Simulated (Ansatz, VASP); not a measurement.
Rb3AlAs2 in VASP and in Ansatz

```
CELL_PARAMETERS angstrom
6.42337 0.00000 0.00000
-3.21169 5.56280 0.00000
0.00000 0.00000 10.93829
ATOMIC_POSITIONS crystal
Rb 0.33333 0.66667 0.50000
Rb 0.66667 0.33333 0.50000
Rb 0.00000 0.00000 0.00000
Al 0.00000 0.00000 0.50000
As 0.00000 0.00000 0.70480
As 0.00000 0.00000 0.29520
```

Alike in both runs: functional PBE; k mesh 6 × 6 × 4; occupations gaussian, width 0.02 eV; no spin polarisation.

Ansatz relaxed the structure, and its values are those at the end. VASP's run is a single point on that final structure, the one shown.

|  | VASP | Ansatz |
| --- | --- | --- |
| version | VASP 6.6.1 | Ansatz 0.2.0 |
| potentials or method | VASP PAW PBE potentials, release 64 (Rb_sv, Al, As), cutoff 520 eV | scalar-relativistic, plane waves, PAW |
| valence electrons in the cell | 40 | 60 |

|  | VASP | Ansatz | Ansatz less VASP |
| --- | --- | --- | --- |
| gap on the k mesh at the Fermi level (eV) | 0.67 | 0.67 | +0.002 |
| least direct gap on the mesh (eV) | 0.72 | 0.72 | +0.002 |
| pressure (GPa) | 0.0 | 0.0 | -0.03 |
| rms of the force components (eV/Å) | 0.011 | 0.001 | -0.0099 |

VASP's potentials hold 40 valence electrons a cell and Ansatz's 60, so a difference there can come from the potentials and not from the codes. Ansatz's warnings: xc potential rough in thin density.
